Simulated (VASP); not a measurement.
The system is HfO2.

```
Hf O
1.0
     0.03161    2.52918    2.52918
     2.52918    0.03161    2.52918
     2.56080    2.56080    0.00000
Hf O
1 2
Direct
  0.00000 0.00000 0.00000
  0.24822 0.24822 0.25178
  0.75178 0.75178 0.74822
```

This cell differs from its parent crystal: shear xy strain +2.5%.

Base run:

- Program: VASP 6.6.1
- Functional: PBE
- Potentials or basis: VASP PAW PBE potentials, release 64 (Hf_pv, O)
- Cutoff: 520 eV
- k mesh: 8 × 8 × 8
- Occupations: fermi-dirac, width 0.02 eV
- Spin: no spin polarisation

Its results: band gap on the k mesh 3.82 eV, direct; pressure 2.2 GPa; largest force 0.005 eV/Å.

Q: The run is repeated on the same cell with these changes: functional from PBE to r2SCAN; occupations from fermi-dirac, width 0.02 eV to gaussian, width 0.01 eV. What comes out?

A: Band gap on the k mesh 4.32 eV, direct; pressure -3.9 GPa; largest force 0.016 eV/Å.

Caveats: spin-orbit coupling is left out, which moves the levels of the heavy elements; the PAW data sets were made with another functional, which shifts forces and pressure a little (some runs).

A k mesh can miss the band edges.
